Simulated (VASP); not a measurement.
# H (P-3m1) in VASP: single point with PBEsol

Aim: the single point of H with PBEsol.

Everything below comes from runs of VASP 6.6.1. Logs are shortened: lines on timing, memory, paths and dates and some standing lists are left out, and cuts for length are marked.

## (1) The cell of the first run

It takes space group P-3m1 (No. 164, trigonal). The conventional cell has a = 3.589 Å, b = 3.589 Å, c = 4.911 Å, α = 90.00°, β = 90.00°, γ = 120.00°. H (site symmetry 3m) has 3 H at 2.19 Å within 2.9 Å.

## (2) Single point, PBEsol

INCAR reads:

```
PREC = Accurate ; ENCUT = 500
EDIFF = 1E-6 ; ISMEAR = -1
SIGMA = 0.1 ; LREAL = False
LASPH = True ; NELM = 120
ALGO = Normal ; ISIF = 2
LWAVE = False ; LCHARG = False
GGA = PS ; NBANDS = 8
GGA_COMPAT = False
```

KPOINTS reads:

```
Automatic mesh
0
Gamma
  6 6 4
```

POSCAR reads:

```
H
1.0
    3.5890000000      0.0000000000      0.0000000000
   -1.7945000000      3.1081650000      0.0000000000
    0.0000000000      0.0000000000      4.9110000000
H
2
Direct
    0.3333333333      0.6666666667      0.5715000000
    0.6666666667      0.3333333333      0.4285000000
```

Potentials or basis: VASP PAW PBE potentials, release 64 (H).

The run is started by

```bash
cat potpaw_PBE.64/H/POTCAR > POTCAR
mpirun -np 1 vasp_std > vasp.out
```

OUTCAR:

```text
PREC = Accurate
   ENCUT = 500
   EDIFF = 1E-6
   ISMEAR = -1
   LREAL = False
   LASPH = True
   NELM = 120
   ISIF = 2
   GGA = PS

 ion  position               nearest neighbor table
   1  0.333  0.667  0.572-
   2  0.667  0.333  0.428-

  LATTYP: Found a hexagonal cell.
 ALAT       =     3.5890000000
 C/A-ratio  =     1.3683477292

  Lattice vectors:

 A1 = (   3.5890000000,   0.0000000000,   0.0000000000)
 A2 = (  -1.7945000000,   3.1081650000,   0.0000000000)
 A3 = (   0.0000000000,   0.0000000000,   4.9110000000)

Analysis of symmetry for initial positions (statically):
=====================================================================
 Subroutine PRICEL returns:
 Original cell was already a primitive cell.

 Routine SETGRP: Setting up the symmetry group for a
 hexagonal supercell.

 Subroutine GETGRP returns: Found 12 space group operations
 (whereof 12 operations were pure point group operations)
 out of a pool of 24 trial point group operations.

The static configuration has the point symmetry D_3d.

Analysis of symmetry for dynamics (positions and initial velocities):
=====================================================================
 Subroutine PRICEL returns:
 Original cell was already a primitive cell.

 Routine SETGRP: Setting up the symmetry group for a
 hexagonal supercell.

 Subroutine GETGRP returns: Found 12 space group operations
 (whereof 12 operations were pure point group operations)
 out of a pool of 24 trial point group operations.

The dynamic configuration has the point symmetry D_3d.

 Subroutine INISYM returns: Found 12 space group operations
 (whereof 12 operations are pure point group operations),
 and found     1 'primitive' translations

----------------------------------------------------------------------------------------

                                     Primitive cell

  volume of cell :      54.7832

  direct lattice vectors                    reciprocal lattice vectors
     3.589000000  0.000000000  0.000000000     0.278629145  0.160866621  0.000000000
    -1.794500000  3.108165000  0.000000000     0.000000000  0.321733241  0.000000000
     0.000000000  0.000000000  4.911000000     0.000000000  0.000000000  0.203624516

  length of vectors
     3.589000000  3.588999849  4.911000000     0.321733228  0.321733241  0.203624516

  position of ions in fractional coordinates (direct lattice)
     0.333333333  0.666666667  0.571500000
     0.666666667  0.333333333  0.428500000

  ion indices of the primitive-cell ions
   primitive index   ion index
                 1           1
                 2           2

----------------------------------------------------------------------------------------

 KPOINTS: Automatic mesh

Automatic generation of k-mesh.
 Grid dimensions read from file:
 generate k-points for:    6    6    4

 Generating k-lattice:

  Cartesian coordinates                     Fractional coordinates (reciprocal lattice)
     0.046438191  0.026811103  0.000000000     0.166666667  0.000000000  0.000000000
     0.000000000  0.053622207  0.000000000     0.000000000  0.166666667  0.000000000
     0.000000000  0.000000000  0.050906129     0.000000000  0.000000000  0.250000000

  Length of vectors
     0.053622205  0.053622207  0.050906129

  Shift w.r.t. Gamma in fractional coordinates (k-lattice)
     0.000000000  0.000000000  0.000000000

 Subroutine IBZKPT returns following result:
 ===========================================

 Found     24 irreducible k-points:

 Following reciprocal coordinates:
            Coordinates               Weight
  0.000000  0.000000  0.000000      1.000000
  0.166667  0.000000  0.000000      6.000000
  0.333333  0.000000  0.000000      6.000000
  0.500000 -0.000000  0.000000      3.000000
  0.166667  0.166667  0.000000      6.000000
  0.333333  0.166667  0.000000     12.000000
[... 16 lines left out ...]
  0.333333  0.166667  0.500000     12.000000
  0.333333  0.333333  0.500000      2.000000
   k-points           NKPTS =     24   k-points in BZ     NKDIM =     24   number of bands    NBANDS=      8
   number of dos      NEDOS =    301   number of ions     NIONS =      2
   total plane-waves  NPLWV =  28224
   dimension x,y,z NGX =    28 NGY =   28 NGZ =   36
   dimension x,y,z NGXF=    56 NGYF=   56 NGZF=   72
   ions per type =               2
   NGX,Y,Z   is equivalent  to a cutoff of  12.97, 12.97, 12.19 a.u.
   NGXF,Y,Z  is equivalent  to a cutoff of  25.94, 25.94, 24.37 a.u.
 SYSTEM =  unknown system
   PREC   = accura    normal or accurate (medium, high low for compatibility)
   ISTART =      0    job   : 0-new  1-cont  2-samecut
   ICHARG =      2    charge: 1-file 2-atom 10-const
   ISPIN  =      1    spin polarized calculation?
   LNONCOLLINEAR =      F non collinear calculations
   LSORBIT =      F    spin-orbit coupling
   LASPH  =      T    aspherical Exc in radial PAW
   ENCUT  =  500.0 eV  36.75 Ry    6.06 a.u.   6.54  6.54  8.95*2*pi/ulx,y,z
   NELM   =    120;   NELMIN=  2; NELMDL= -5     # of ELM steps
   EDIFF  = 0.1E-05   stopping-criterion for ELM
   LREAL  =      F    real-space projection
[... 7 lines left out ...]
   TEBEG  =    0.0;   TEEND  =   0.0 temperature during run
   PSTRESS=    0.0 pullay stress
   NELECT =       2.0000    total number of electrons
   NUPDOWN=      -1.0000    fix difference up-down
   EMIN   =  10.00;   EMAX   =-10.00  energy-range for DOS
   EFERMI =   0.00;   METHOD = LEGACY
   ISMEAR =    -1;   SIGMA  =   0.10  broadening in eV -4-tet -1-fermi 0-gaus
   EFERMI_NEDOS =   21; number of points for ismear=-14 and -15
   IALGO  =     38    algorithm
   IMIX   =      4    mixing-type and parameters
     AMIX     =   0.40;   BMIX     =  1.00
     AMIX_MAG =   1.60;   BMIX_MAG =  1.00
  volume/ion in A,a.u.               =      27.39       184.85
  Fermi-wavevector in a.u.,A,eV,Ry     =   0.543087  1.026285  4.012942  0.294943
  Thomas-Fermi vector in A             =   1.571406
   LORBIT       =      0    0 simple, 1 ext, 2 COOP (PROOUT), +10 PAW based schemes
   GGA     = PS    functional components
   LHFCALC =     F    Hartree Fock is set to
   AEXX    =    0.0000 exact exchange contribution
   IVDW    =     0    specifies the selected vdW correction
   LEPSILON=     F    determine dielectric tensor
   LRPA    =     F    only Hartree local field effects (RPA)
 non-spin polarized calculation
  energy-cutoff  :      500.00
  volume of cell :       54.78
 maximum number of plane-waves:      1422
 NGX is ok and might be reduce to    28
   NGX = 13   NGY = 13   NGZ = 17

 number of electron       1.9999999 magnetization

 Free energy of the ion-electron system (eV)
  ---------------------------------------------------
  ext. energy  EPLUGINS =         0.00000000
  ---------------------------------------------------
  free energy    TOTEN  =        -2.38553742 eV

  energy without entropy =       -2.37010129  energy(sigma->0) =       -2.37781936

 E-fermi :  -5.3157     XC(G=0):  -4.1768

 val. band max:       -5.3157420872   @ k =   0.3333   0.3333   0.2500
 cond. band min:      -5.2847349164   @ k =   0.3333   0.3333   0.5000
 fundamental gap:      0.0310071708
 Fermi energy:        -5.3157374800

 k-point     1 :       0.0000    0.0000    0.0000
  band No.  band energies     occupation
      1      -8.3917      2.00000
      2      -2.2071      0.00000
      3       1.8481      0.00000
      4       3.9136      0.00000
      5       9.4789      0.00000
      6       9.7325      0.00000
      7       9.7325      0.00000
      8      11.4614      0.00000

 k-point     2 :       0.1667    0.0000    0.0000
  band No.  band energies     occupation
      1      -8.0623      2.00000
      2      -2.5283      0.00000
      3       2.1864      0.00000
      4       3.7357      0.00000
      5       7.0783      0.00000
      6       8.3192      0.00000
      7      10.2988      0.00000
      8      12.6390      0.00000

 k-point     3 :       0.3333    0.0000    0.0000
  band No.  band energies     occupation
      1      -7.1476      2.00000
      2      -3.5732      0.00000
      3       2.7848      0.00000
      4       4.0296      0.00000
      5       5.7288      0.00000
      6       7.0966      0.00000
      7       8.6122      0.00000
      8       9.6866      0.00000

 k-point     4 :       0.5000   -0.0000    0.0000
  band No.  band energies     occupation
      1      -6.2811      1.99987
      2      -4.5679      0.00113
      3       2.7926      0.00000
      4       5.3149      0.00000
      5       6.1135      0.00000
      6       6.4692      0.00000
      7       6.6795      0.00000
      8       7.7720      0.00000

 k-point     5 :       0.1667    0.1667    0.0000
  band No.  band energies     occupation
      1      -7.4336      2.00000
      2      -3.2093      0.00000
      3       2.6660      0.00000
      4       3.8991      0.00000
      5       5.0168      0.00000
      6       8.8111      0.00000
      7       9.4082      0.00000
      8      11.7286      0.00000
[... 177 lines left out ...]
 k-point    22 :       0.1667    0.1667    0.5000
  band No.  band energies     occupation
      1      -7.3227      2.00000
      2      -3.3181      0.00000
      3       1.1147      0.00000
      4       4.5508      0.00000
      5       7.6506      0.00000
      6       8.3984      0.00000
      7       9.3455      0.00000
      8       9.7279      0.00000

 k-point    23 :       0.3333    0.1667    0.5000
  band No.  band energies     occupation
      1      -6.2817      1.99987
      2      -4.3464      0.00012
      3       2.2304      0.00000
      4       3.2218      0.00000
      5       4.8270      0.00000
      6       7.3524      0.00000
      7       9.0958      0.00000
      8      11.0400      0.00000

 k-point    24 :       0.3333    0.3333    0.5000
  band No.  band energies     occupation
      1      -5.2847      0.84622
      2      -5.2847      0.84622
      3       2.3084      0.00000
      4       3.9852      0.00000
      5       3.9852      0.00000
      6       5.1226      0.00000
      7      10.9552      0.00000
      8      10.9552      0.00000

------------------------ aborting loop because EDIFF is reached ----------------------------------------

  FORCE on cell =-STRESS in cart. coord.  units (eV):
  Direction    XX          YY          ZZ          XY          YZ          ZX
  --------------------------------------------------------------------------------------
  -------------------------------------------------------------------------------------
  Total       -2.7655771     -2.7655768     -0.6880386      0.0000000      0.0000000      0.0000000
  in kB      -80.8814433    -80.8814342    -20.1222221      0.0000000      0.0000000      0.0000000
  external PRESSURE =     -60.6283665 kB  Pullay stress =       0.0000000 kB

 VOLUME and BASIS-vectors are now :
 -----------------------------------------------------------------------------
  energy-cutoff  :      500.00
  volume of cell :       54.78
      direct lattice vectors                 reciprocal lattice vectors
     3.589000000  0.000000000  0.000000000     0.278629145  0.160866621  0.000000000
    -1.794500000  3.108165000  0.000000000     0.000000000  0.321733241  0.000000000
     0.000000000  0.000000000  4.911000000     0.000000000  0.000000000  0.203624516

 POSITION                                       TOTAL-FORCE (eV/Angst)
 -----------------------------------------------------------------------------------
     -0.00000      2.07211      2.80664         0.000000      0.000000     -0.936312
      1.79450      1.03605      2.10436        -0.000000     -0.000000      0.936312
 -----------------------------------------------------------------------------------
    total drift:                                0.000000     -0.000000      0.000000

  FREE ENERGIE OF THE ION-ELECTRON SYSTEM (eV)
  ---------------------------------------------------
  free  energy   TOTEN  =        -2.3855374231 eV

  energy  without entropy=       -2.3701012890  energy(sigma->0) =       -2.37781936
```

It took 14 s on 1 thread of Intel Xeon 8259CL, shared host; peak memory 0.16 GiB.

Results:

```yaml
Free_energy: -2.3855 eV
Pressure: -6.1 GPa
Largest_force: 0.936 eV/Å
Band_gap_on_the_k_mesh: zero (bands 1 and 2 overlap by 0.06 eV)
```

Forces on the atoms (eV/Å):
```
H    0.000  0.000 -0.936
H    0.000  0.000  0.936
```

Stress tensor (GPa, compression positive):
```
-8.09  0.00  0.00
 0.00 -8.09  0.00
 0.00  0.00 -2.01
```

Levels at points of the mesh, in eV from the Fermi level:
```
           k point  band 1  band 2  band 3  band 4  band 5  band 6
(0.00, 0.00, 0.00)   -3.08    3.11    7.16    9.23   14.79   15.05
(0.50, 0.00, 0.00)   -0.97    0.75    8.11   10.63   11.43   11.78
(0.00, 0.00, 0.50)   -2.95    2.54    6.37   12.79   15.37   15.37
(0.50, 0.00, 0.50)   -0.89    0.80    7.75    8.70   10.10   12.39
```

Caveat: the cell stands under tension; the PAW data sets were made with another functional, which shifts forces and pressure a little.
